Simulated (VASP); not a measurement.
Runs of VASP 6.6.1 on Sc. The structure is that of space group Pm-3m (No. 221), or close to it. The cells are those of the table. This isn't the form of Sc at room conditions, which is hcp.

```csv
task,cell,k mesh,cutoff (eV),gap on the mesh (eV),pressure (GPa)
single point,"a = 3.051 Å, 1 atom",12 × 12 × 12,520,none,-2.4
single point,"a = 2.973 Å, 1 atom",17 × 17 × 17,520,none,0.0
single point,"a = 2.973 Å, 1 atom",10 × 10 × 10,520,none,0.0
single point,"a = 2.933 Å, 1 atom",12 × 12 × 12,520,none,(a)
single point,"a = 2.973 Å, 1 atom",12 × 12 × 12,520,none,0.0
single point,"a = 3.013 Å, 1 atom",12 × 12 × 12,520,none,-1.3
single point,"a = 3.088 Å, 1 atom",12 × 12 × 12,520,none,(b)
single point,"a = 2.849 Å, 1 atom",12 × 12 × 12,520,none,5.4
single point,"a = 2.892 Å, 1 atom",12 × 12 × 12,520,none,3.3
relaxation of cell and atoms,"relaxed from a = 3.000 Å, 1 atom",10 × 10 × 10,600,none,0.0
```

Alike in all rows: level PBE; potentials or basis VASP PAW PBE potentials, release 64 (Sc_sv); no spin polarisation; smearing fermi-dirac 0.1 eV.

Fill in the values left out.

(a) 1.5; (b) -3.4.

Caveats: the cell stands under pressure (at least some runs); the cell stands under tension (at least some runs).

A gap of «none» marks levels without a gap at the run's occupations.
